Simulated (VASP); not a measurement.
SrVO3, 5 atoms in the cell. The structure is cubic, space group Pm-3m (No. 221). Conventional cell: a = 3.909 Å, b = 3.909 Å, c = 3.909 Å, α = 90.00°, β = 90.00°, γ = 90.00°. Within 3.6 Å of Sr (site symmetry m-3m) lie 12 O at 2.76 Å and 8 V at 3.38 Å. V (site symmetry m-3m) has 6 O at 1.95 Å within 2.6 Å. Within 2.6 Å of O (site symmetry 4/mmm) lie 2 V at 1.95 Å. 

- Program: VASP 6.6.1
- Task: single point
- Functional: PBE
- Potentials or basis: VASP PAW PBE potentials, release 64 (Sr_sv, V_sv, O)
- Cutoff: 520 eV
- k mesh: 8 × 8 × 8
- Occupations: gaussian, width 0.05 eV
- Spin: no spin polarisation
- Dipole correction: no
- Further INCAR settings: ALGO = Normal; EDIFF = 1e-06; NBANDS = 28

Potentials or basis: VASP PAW PBE potentials, release 64 (Sr_sv, V_sv, O).

Run with:

```console
$ cat potpaw_PBE.64/Sr_sv/POTCAR potpaw_PBE.64/V_sv/POTCAR potpaw_PBE.64/O/POTCAR > POTCAR
$ mpirun -np 1 vasp_std > vasp.out
```

Hardware: 1 thread of Intel(R) Xeon(R) Platinum 8488C (Sapphire Rapids) (shared host).

Problem. How long does it take, and how much memory?

Solution. It took 55 s on 1 thread of Intel(R) Xeon(R) Platinum 8488C (Sapphire Rapids), with other jobs on the host, peak memory 0.21 GiB. Counts: scf iterations 17, k points 35.
